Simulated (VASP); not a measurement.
# Zn (Fm-3m) in VASP: settings compared

Aim: see how the results for Zn move with the level of theory and the settings. Levels: PBEsol-based screened hybrid with 25 % exact exchange, HF, B3LYP. Tasks: single point.

Program: VASP 6.6.1. These are calculated values, not measurements. Logs are shortened: lines on timing, memory, paths and dates and some standing lists are left out, and cuts for length are marked.

## (1) The cell of the first run

The structure is cubic, space group Fm-3m (No. 225). The conventional cell has a = 3.930 Å, b = 3.930 Å, c = 3.930 Å, α = 90.00°, β = 90.00°, γ = 90.00°. Zn (site symmetry m-3m) has 12 Zn at 2.78 Å within 3.7 Å.

This isn't the form of Zn at room conditions, which is hcp.

## (2) Single point, PBEsol-based screened hybrid with 25 % exact exchange

Input file POSCAR:

```
Zn
1.0
    0.0000000000      1.9647760000      1.9647760000
    1.9647760000      0.0000000000      1.9647760000
    1.9647760000      1.9647760000      0.0000000000
Zn
1
Direct
    0.0000000000      0.0000000000      0.0000000000
```

Input file INCAR.step1:

```
PREC = Accurate
ENCUT = 400
EDIFF = 1E-5
ISMEAR = -1
SIGMA = 0.05
LREAL = F
LASPH = T
NELM = 120
ALGO = Normal
ISIF = 2
LWAVE = T
LCHARG = F
GGA = PE
NBANDS = 12
GGA_COMPAT = F
```

Input file INCAR.step2:

```
PREC = Accurate
ENCUT = 400
EDIFF = 1E-6
ISMEAR = -1
SIGMA = 0.05
LREAL = F
LASPH = T
NELM = 120
ALGO = Normal
ISIF = 2
LWAVE = F
LCHARG = F
GGA = PS
LHFCALC = T
AEXX = 0.25
HFSCREEN = 0.207
PRECFOCK = Normal
ISTART = 1
NBANDS = 12
GGA_COMPAT = F
```

Input file KPOINTS:

```
Automatic mesh
0
Gamma
  6 6 6
```

Potentials or basis: VASP PAW PBE potentials, release 64 (Zn).

The run is started by

```bash
$ cat potpaw_PBE.64/Zn/POTCAR > POTCAR
$ cp INCAR.step1 INCAR
$ mpirun -np 1 vasp_std > vasp.out
$ cp INCAR.step2 INCAR
$ mpirun -np 1 vasp_std > vasp.out
```

OUTCAR:

```text
PREC = Accurate
   ENCUT = 400
   EDIFF = 1E-6
   ISMEAR = -1
   LREAL = F
   LASPH = T
   NELM = 120
   ISIF = 2
   GGA = PS
   LHFCALC = T
   AEXX = 0.25
   HFSCREEN = 0.207
   PRECFOCK = Normal
   ISTART = 1

 ion  position               nearest neighbor table
   1  0.000  0.000  0.000-

  LATTYP: Found a face centered cubic cell.
 ALAT       =     3.9295520000

  Lattice vectors:

 A1 = (   0.0000000000,   1.9647760000,   1.9647760000)
 A2 = (   1.9647760000,   0.0000000000,   1.9647760000)
 A3 = (   1.9647760000,   1.9647760000,   0.0000000000)

Analysis of symmetry for initial positions (statically):
=====================================================================
 Subroutine PRICEL returns:
 Original cell was already a primitive cell.

 Routine SETGRP: Setting up the symmetry group for a
 face centered cubic supercell.

 Subroutine GETGRP returns: Found 48 space group operations
 (whereof 48 operations were pure point group operations)
 out of a pool of 48 trial point group operations.

The static configuration has the point symmetry O_h .

Analysis of symmetry for dynamics (positions and initial velocities):
=====================================================================
 Subroutine PRICEL returns:
 Original cell was already a primitive cell.

 Routine SETGRP: Setting up the symmetry group for a
 face centered cubic supercell.

 Subroutine GETGRP returns: Found 48 space group operations
 (whereof 48 operations were pure point group operations)
 out of a pool of 48 trial point group operations.

The dynamic configuration has the point symmetry O_h .

 Subroutine INISYM returns: Found 48 space group operations
 (whereof 48 operations are pure point group operations),
 and found     1 'primitive' translations

----------------------------------------------------------------------------------------

                                     Primitive cell

  volume of cell :      15.1694

  direct lattice vectors                    reciprocal lattice vectors
     0.000000000  1.964776000  1.964776000    -0.254481936  0.254481936  0.254481936
     1.964776000  0.000000000  1.964776000     0.254481936 -0.254481936  0.254481936
     1.964776000  1.964776000  0.000000000     0.254481936  0.254481936 -0.254481936

  length of vectors
     2.778612866  2.778612866  2.778612866     0.440775643  0.440775643  0.440775643

  position of ions in fractional coordinates (direct lattice)
     0.000000000  0.000000000  0.000000000

  ion indices of the primitive-cell ions
   primitive index   ion index
                 1           1

----------------------------------------------------------------------------------------

 KPOINTS: Automatic mesh

Automatic generation of k-mesh.
 Grid dimensions read from file:
 generate k-points for:    6    6    6

 Generating k-lattice:

  Cartesian coordinates                     Fractional coordinates (reciprocal lattice)
    -0.042413656  0.042413656  0.042413656     0.166666667  0.000000000  0.000000000
     0.042413656 -0.042413656  0.042413656     0.000000000  0.166666667  0.000000000
     0.042413656  0.042413656 -0.042413656     0.000000000  0.000000000  0.166666667

  Length of vectors
     0.073462607  0.073462607  0.073462607

  Shift w.r.t. Gamma in fractional coordinates (k-lattice)
     0.000000000  0.000000000  0.000000000

 Subroutine IBZKPT returns following result:
 ===========================================

 Found     16 irreducible k-points:

 Following reciprocal coordinates:
            Coordinates               Weight
  0.000000  0.000000  0.000000      1.000000
  0.166667  0.000000  0.000000      8.000000
  0.333333  0.000000  0.000000      8.000000
  0.500000  0.000000  0.000000      4.000000
  0.166667  0.166667  0.000000      6.000000
  0.333333  0.166667  0.000000     24.000000
[... 8 lines left out ...]
 -0.333333  0.333333  0.166667     24.000000
 -0.333333  0.500000  0.166667     12.000000
   k-points           NKPTS =     16   k-points in BZ     NKDIM =    216   number of bands    NBANDS=     12
   number of dos      NEDOS =    301   number of ions     NIONS =      1
   total plane-waves  NPLWV =   5832
   dimension x,y,z NGX =    18 NGY =   18 NGZ =   18
   dimension x,y,z NGXF=    36 NGYF=   36 NGZF=   36
   ions per type =               1
   NGX,Y,Z   is equivalent  to a cutoff of  10.77, 10.77, 10.77 a.u.
   NGXF,Y,Z  is equivalent  to a cutoff of  21.54, 21.54, 21.54 a.u.
 SYSTEM =  unknown system
   PREC   = accura    normal or accurate (medium, high low for compatibility)
   ISTART =      1    job   : 0-new  1-cont  2-samecut
   ICHARG =      0    charge: 1-file 2-atom 10-const
   ISPIN  =      1    spin polarized calculation?
   LNONCOLLINEAR =      F non collinear calculations
   LSORBIT =      F    spin-orbit coupling
   LASPH  =      T    aspherical Exc in radial PAW
   ENCUT  =  400.0 eV  29.40 Ry    5.42 a.u.   4.53  4.53  4.53*2*pi/ulx,y,z
   NELM   =    120;   NELMIN=  2; NELMDL=  0     # of ELM steps
   EDIFF  = 0.1E-05   stopping-criterion for ELM
   LREAL  =      F    real-space projection
   EDIFFG = 0.1E-04   stopping-criterion for IOM
   NSW    =      0    number of steps for IOM
   IBRION =     -1    ionic relax: 0-MD 1-quasi-New 2-CG
   NFREE  =      0    steps in history (QN), initial steepest desc. (CG)
   ISIF   =      2    stress and relaxation
   ISYM   =      3    0-nonsym 1-usesym 2-fastsym
   POTIM  = 0.5000    time-step for ionic-motion
   TEBEG  =    0.0;   TEEND  =   0.0 temperature during run
   PSTRESS=    0.0 pullay stress
   NELECT =      12.0000    total number of electrons
   NUPDOWN=      -1.0000    fix difference up-down
   EMIN   =  10.00;   EMAX   =-10.00  energy-range for DOS
   EFERMI =   0.00;   METHOD = LEGACY
   ISMEAR =    -1;   SIGMA  =   0.05  broadening in eV -4-tet -1-fermi 0-gaus
   EFERMI_NEDOS =   21; number of points for ismear=-14 and -15
   IALGO  =     38    algorithm
   IMIX   =      1    mixing-type and parameters
     AMIX     =   0.40;   BMIX     =  1.00
     AMIX_MAG =   1.60;   BMIX_MAG =  1.00
  volume/ion in A,a.u.               =      15.17       102.37
  Fermi-wavevector in a.u.,A,eV,Ry     =   1.514069  2.861175 31.190044  2.292404
  Thomas-Fermi vector in A             =   2.623775
   LORBIT       =      0    0 simple, 1 ext, 2 COOP (PROOUT), +10 PAW based schemes
   GGA     = PS    functional components
   LHFCALC =     T    Hartree Fock is set to
   PRECFOCK=normal    Normal, Fast or Accurate (Low or Medium for compatibility)
   ENCUT4O =  -1.0   cutoff for four orbital integrals eV
   NKREDX  =     1    reduce k-point grid by
   NKREDY  =     1    reduce k-point grid by
   NKREDZ  =     1    reduce k-point grid by
   AEXX    =    0.2500 exact exchange contribution
   HFSCREEN=    0.2070 screening length (either q_TF or 0.3 A-1)
   HFSCREENC=   0.2070 screening length for correlation (either q_TF or 0.3 A-1)
   ENCUTFOCK=  -1.0 apply spherical cutoff to Coloumb kernel
   IVDW    =     0    specifies the selected vdW correction
   LEPSILON=     F    determine dielectric tensor
   LRPA    =     F    only Hartree local field effects (RPA)
 non-spin polarized calculation
  energy-cutoff  :      400.00
  volume of cell :       15.17
 maximum number of plane-waves:       286
  NGX = 14; NGY = 14; NGZ = 14

 number of electron      12.0000021 magnetization

 Free energy of the ion-electron system (eV)
  ---------------------------------------------------
  ext. energy  EPLUGINS =         0.00000000
  ---------------------------------------------------
  free energy    TOTEN  =        -1.38745846 eV

  energy without entropy =       -1.38001837  energy(sigma->0) =       -1.38373842

 E-fermi :   3.2047     XC(G=0):  -9.5720

 val. band max:        2.7584445885   @ k =  -0.3333   0.3333   0.1667
 cond. band min:       3.2405077423   @ k =  -0.3333   0.3333   0.1667
 fundamental gap:      0.4820631538
 Fermi energy:         3.2046723312

 k-point     1 :       0.0000    0.0000    0.0000
  band No.  band energies     occupation
      1      -8.7732      2.00000
      2      -6.9652      2.00000
      3      -6.9652      2.00000
      4      -6.9652      2.00000
      5      -6.5890      2.00000
      6      -6.5890      2.00000
      7      22.4696      0.00000
      8      22.4696      0.00000
      9      22.4696      0.00000
     10      22.7502      0.00000
     11      25.0549      0.00000
     12      25.0549      0.00000

 k-point     2 :       0.1667    0.0000    0.0000
  band No.  band energies     occupation
      1      -7.9099      2.00000
      2      -6.9399      2.00000
      3      -6.8933      2.00000
      4      -6.8933      2.00000
      5      -6.5900      2.00000
      6      -6.5900      2.00000
      7      14.9656      0.00000
      8      20.8420      0.00000
      9      20.8420      0.00000
     10      22.3593      0.00000
     11      27.6692      0.00000
     12      27.9253      0.00000

 k-point     3 :       0.3333    0.0000    0.0000
  band No.  band energies     occupation
      1      -7.5010      2.00000
      2      -6.9208      2.00000
      3      -6.9208      2.00000
      4      -6.4123      2.00000
      5      -6.4123      2.00000
      6      -4.5698      2.00000
      7       7.2107      0.00000
      8      19.6406      0.00000
      9      19.6406      0.00000
     10      21.6367      0.00000
     11      24.3049      0.00000
     12      24.3049      0.00000
[... 166 lines left out ...]
 k-point    15 :      -0.3333    0.3333    0.1667
  band No.  band energies     occupation
      1      -7.1953      2.00000
      2      -7.1541      2.00000
      3      -6.8811      2.00000
      4      -6.5997      2.00000
      5      -6.2774      2.00000
      6       2.7584      1.99973
      7       3.2405      0.65624
      8      10.1836      0.00000
      9      10.6317      0.00000
     10      22.8662      0.00000
     11      25.3118      0.00000
     12      30.2037      0.00000

 k-point    16 :      -0.3333    0.5000    0.1667
  band No.  band energies     occupation
      1      -7.3798      2.00000
      2      -7.3230      2.00000
      3      -6.6604      2.00000
      4      -6.4668      2.00000
      5      -6.1892      2.00000
      6       3.4788      0.00828
      7       5.8146      0.00000
      8       7.6773      0.00000
      9       8.6904      0.00000
     10      21.8366      0.00000
     11      22.8212      0.00000
     12      31.1634      0.00000

------------------------ aborting loop because EDIFF is reached ----------------------------------------

  FORCE on cell =-STRESS in cart. coord.  units (eV):
  Direction    XX          YY          ZZ          XY          YZ          ZX
  --------------------------------------------------------------------------------------
  -------------------------------------------------------------------------------------
  Total       -0.4611266     -0.4611266     -0.4611266      0.0000000     -0.0000000      0.0000000
  in kB      -48.7036669    -48.7036669    -48.7036669      0.0000000     -0.0000000      0.0000000
  external PRESSURE =     -48.7036669 kB  Pullay stress =       0.0000000 kB

 VOLUME and BASIS-vectors are now :
 -----------------------------------------------------------------------------
  energy-cutoff  :      400.00
  volume of cell :       15.17
      direct lattice vectors                 reciprocal lattice vectors
     0.000000000  1.964776000  1.964776000    -0.254481936  0.254481936  0.254481936
     1.964776000  0.000000000  1.964776000     0.254481936 -0.254481936  0.254481936
     1.964776000  1.964776000  0.000000000     0.254481936  0.254481936 -0.254481936

 POSITION                                       TOTAL-FORCE (eV/Angst)
 -----------------------------------------------------------------------------------
      0.00000      0.00000      0.00000        -0.000000      0.000000      0.000000
 -----------------------------------------------------------------------------------
    total drift:                                0.000000      0.000000      0.000000

  FREE ENERGIE OF THE ION-ELECTRON SYSTEM (eV)
  ---------------------------------------------------
  free  energy   TOTEN  =        -1.3874584589 eV

  energy  without entropy=       -1.3800183745  energy(sigma->0) =       -1.38373842
```

Run time: 5.4 min. Hardware: 1 thread of Intel Xeon Platinum 8375C at 2.90GHz (Ice Lake), shared host; peak memory 0.21 GiB.

What came out:

```
Free energy            : -1.3875 eV
Pressure               : -4.9 GPa
Band gap on the k mesh : zero (bands 6 and 7 overlap by 2.06 eV)
```

Levels at points of the mesh, in eV from the Fermi level:
```csv
k point,band 3,band 4,band 5,band 6,band 7,band 8,band 9,band 10
"(0.00, 0.00, 0.00)",-10.17,-10.17,-9.79,-9.79,19.26,19.26,19.26,19.55
"(0.50, 0.00, 0.00)",-10.18,-9.48,-9.48,-3.62,-1.79,16.17,16.17,18.02
"(0.50, 0.50, 0.00)",-9.51,-9.40,-9.40,-1.45,1.76,8.96,8.96,12.53
```

Caveat: the k points lie up to 0.46 Å⁻¹ apart, too coarse for converged energies and pressures of a metal; the PAW data sets were made with another functional, which shifts forces and pressure a little.

## (3) Single point, HF

POSCAR is that of step 2.

Input file INCAR.step1:

```
PREC     = Accurate       # precision mode
ENCUT    = 400            # plane-wave cutoff, eV
EDIFF    = 1E-5           # SCF threshold, eV
ISMEAR   = -1             # smearing method
SIGMA    = 0.05           # smearing width, eV
LREAL    = F              # projectors in reciprocal space
LASPH    = T              # aspherical terms in the spheres
NELM     = 120            # most SCF steps
ALGO     = Normal         # electronic algorithm
ISIF     = 2              # what is computed and relaxed
LWAVE    = T              # write WAVECAR
LCHARG   = F              # write CHGCAR
GGA      = PE             # functional
NBANDS   = 12             # bands
GGA_COMPAT= F
```

Input file INCAR.step2:

```
PREC     = Accurate       # precision mode
ENCUT    = 400            # plane-wave cutoff, eV
EDIFF    = 1E-6           # SCF threshold, eV
ISMEAR   = -1             # smearing method
SIGMA    = 0.05           # smearing width, eV
LREAL    = F              # projectors in reciprocal space
LASPH    = T              # aspherical terms in the spheres
NELM     = 120            # most SCF steps
ALGO     = Normal         # electronic algorithm
ISIF     = 2              # what is computed and relaxed
LWAVE    = F              # write WAVECAR
LCHARG   = F              # write CHGCAR
GGA      = PE             # functional
LHFCALC  = T              # exact exchange
AEXX     = 1.0            # exact-exchange fraction
ALDAC    = 0.0          
AGGAC    = 0.0          
PRECFOCK = Normal       
ISTART   = 1            
NBANDS   = 12             # bands
GGA_COMPAT= F
```

KPOINTS is that of step 2.

Potentials or basis: VASP PAW PBE potentials, release 64 (Zn).

The run is started by

```bash
$ cat potpaw_PBE.64/Zn/POTCAR > POTCAR
$ cp INCAR.step1 INCAR
$ mpirun -np 1 vasp_std > vasp.out
$ cp INCAR.step2 INCAR
$ mpirun -np 1 vasp_std > vasp.out
```

OUTCAR:

```text
PREC = Accurate
   ENCUT = 400
   EDIFF = 1E-6
   ISMEAR = -1
   LREAL = F
   LASPH = T
   NELM = 120
   ISIF = 2
   GGA = PE
   LHFCALC = T
   AEXX = 1.0
   PRECFOCK = Normal
   ISTART = 1

 ion  position               nearest neighbor table
   1  0.000  0.000  0.000-

  LATTYP: Found a face centered cubic cell.
 ALAT       =     3.9295520000

  Lattice vectors:

[... 415 lines left out ...]
      8      11.9718      0.00000
      9      13.7389      0.00000
     10      28.1184      0.00000
     11      29.5887      0.00000
     12      37.9423      0.00000

------------------------ aborting loop because EDIFF is reached ----------------------------------------

  FORCE on cell =-STRESS in cart. coord.  units (eV):
  Direction    XX          YY          ZZ          XY          YZ          ZX
  --------------------------------------------------------------------------------------
  -------------------------------------------------------------------------------------
  Total        1.0011721      1.0011721      1.0011721      0.0000000      0.0000000     -0.0000000
  in kB      105.7426528    105.7426528    105.7426528      0.0000000      0.0000000     -0.0000000
  external PRESSURE =     105.7426528 kB  Pullay stress =       0.0000000 kB

 VOLUME and BASIS-vectors are now :
 -----------------------------------------------------------------------------
  energy-cutoff  :      400.00
  volume of cell :       15.17
      direct lattice vectors                 reciprocal lattice vectors
     0.000000000  1.964776000  1.964776000    -0.254481936  0.254481936  0.254481936
     1.964776000  0.000000000  1.964776000     0.254481936 -0.254481936  0.254481936
     1.964776000  1.964776000  0.000000000     0.254481936  0.254481936 -0.254481936

 POSITION                                       TOTAL-FORCE (eV/Angst)
 -----------------------------------------------------------------------------------
      0.00000      0.00000      0.00000         0.000000     -0.000000      0.000000
 -----------------------------------------------------------------------------------
    total drift:                                0.000000      0.000000      0.000000

  FREE ENERGIE OF THE ION-ELECTRON SYSTEM (eV)
  ---------------------------------------------------
  free  energy   TOTEN  =        -0.6204338114 eV

  energy  without entropy=       -0.6133593196  energy(sigma->0) =       -0.61689657
```

OSZICAR.step1:

```text
N       E                     dE             d eps       ncg     rms          rms(c)
DAV:   1     0.380002014766E+02    0.38000E+02   -0.56833E+03   392   0.133E+03
DAV:   2     0.122330599206E+00   -0.37878E+02   -0.35337E+02   396   0.191E+02
DAV:   3    -0.105332024757E+01   -0.11757E+01   -0.11746E+01   440   0.342E+01
DAV:   4    -0.105599121762E+01   -0.26710E-02   -0.26709E-02   456   0.158E+00
DAV:   5    -0.105599305325E+01   -0.18356E-05   -0.18357E-05   416   0.391E-02    0.286E+00
DAV:   6    -0.959549119252E+00    0.96444E-01   -0.51556E-01   452   0.143E+01    0.220E+00
DAV:   7    -0.954368806983E+00    0.51803E-02   -0.98596E-03   420   0.190E+00    0.111E+00
DAV:   8    -0.952037435373E+00    0.23314E-02   -0.11399E-03   496   0.469E-01    0.387E-02
DAV:   9    -0.952043908787E+00   -0.64734E-05   -0.83951E-05   520   0.121E-01
   1 F= -.95204391E+00 E0= -.94735896E+00  d E =-.936990E-02
```

Wall time 7.1 min (1 thread of Intel Xeon Platinum 8375C at 2.90GHz (Ice Lake), shared host); peak memory 0.12 GiB.

Results:

```yaml
Free_energy: -0.6204 eV
Pressure: 10.6 GPa
Band_gap_on_the_k_mesh: zero (bands 6 and 7 overlap by 4.57 eV)
```

Levels at points of the mesh, in eV from the Fermi level:
```
           k point  band 2  band 3  band 4  band 5  band 6  band 7  band 8  band 9  band 10  band 11
(0.00, 0.00, 0.00)  -20.12  -20.12  -19.77  -19.77  -18.69   22.97   23.54   23.54    23.54    25.73
(0.50, 0.00, 0.00)  -20.13  -20.13  -19.42  -19.42   -7.50   -4.06   20.29   20.29    21.29    23.28
(0.50, 0.50, 0.00)  -20.68  -19.46  -19.30  -19.30   -4.25    3.02   12.03   12.03    15.30    17.66
```

Caveat: the k points lie up to 0.46 Å⁻¹ apart, too coarse for converged energies and pressures of a metal; the PAW data sets were made with another functional, which shifts forces and pressure a little.

(Part 1 of 2 ends here.)

The gap in the log of VASP goes by the Fermi energy; the results here count the filled bands.